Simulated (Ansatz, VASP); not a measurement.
**Ca: VASP beside Ansatz**

```
CELL_PARAMETERS angstrom
-2.11430 2.11430 2.11430
2.11430 -2.11430 2.11430
2.11430 2.11430 -2.11430
ATOMIC_POSITIONS crystal
Ca 0.00000 0.00000 0.00000
```

Alike in both runs: functional LDA; k mesh 10 × 10 × 10; occupations fermi-dirac, width 0.1 eV; no spin polarisation.

Ansatz relaxed the structure, and its values are those at the end. VASP's run is a single point on that final structure, the one shown.

```csv
,VASP,Ansatz
version,VASP 6.6.1,Ansatz 0.2.0
potentials or method,"VASP PAW LDA potentials, release 64 (Ca_sv), cutoff 520 eV","plane waves (420 eV) with PAW, scalar-relativistic"
valence electrons in the cell,10,10
```

```csv
,VASP,Ansatz,Ansatz less VASP
pressure (GPa),0.0,0.0,-0.01
```

Ansatz warns that its potentials were made for another functional, while VASP's fit it. LDA's correlation is that of Perdew and Zunger in VASP and of Perdew and Wang (1992) in Ansatz.
